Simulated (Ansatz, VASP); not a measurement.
TiSi2: VASP beside Ansatz

```
Ti Si
1.0
     0.00000    4.14527    4.28972
     2.40231    0.00000    4.28972
     2.40231    4.14527    0.00000
Ti Si
2 4
Direct
  0.75000 0.75000 0.75000
  0.50000 0.50000 0.50000
  0.08300 0.41700 0.08300
  0.41700 0.08300 0.41700
  0.16700 0.83300 0.16700
  0.83300 0.16700 0.83300
```

Change from the starting cell: volume scaled by 1.02.

Alike in both runs: task single point; functional PBEsol; k mesh 8 × 8 × 8; occupations fermi-dirac, width 0.08 eV; no spin polarisation.

```csv
,VASP,Ansatz
version,VASP 6.6.1,Ansatz 0.2.0
potentials or method,"VASP PAW PBE potentials, release 64 (Ti_sv, Si), cutoff 520 eV","all-electron LAPW, scalar-relativistic"
```

|  | VASP | Ansatz | Ansatz less VASP |
| --- | --- | --- | --- |
| pressure (GPa) | -4.4 | -4.5 | -0.16 |
| traceless stress, the component that is largest in VASP (GPa) | -0.79 | -0.86 | -0.062 |
| rms of the force components (eV/Å) | 0.079 | 0.079 | -0.0002 |

VASP's potentials were made for PBE, not for PBEsol. Atom by atom the forces differ by 0.000 eV/Å (rms over components). Ansatz ran all-electron here, and VASP with PAW potentials.
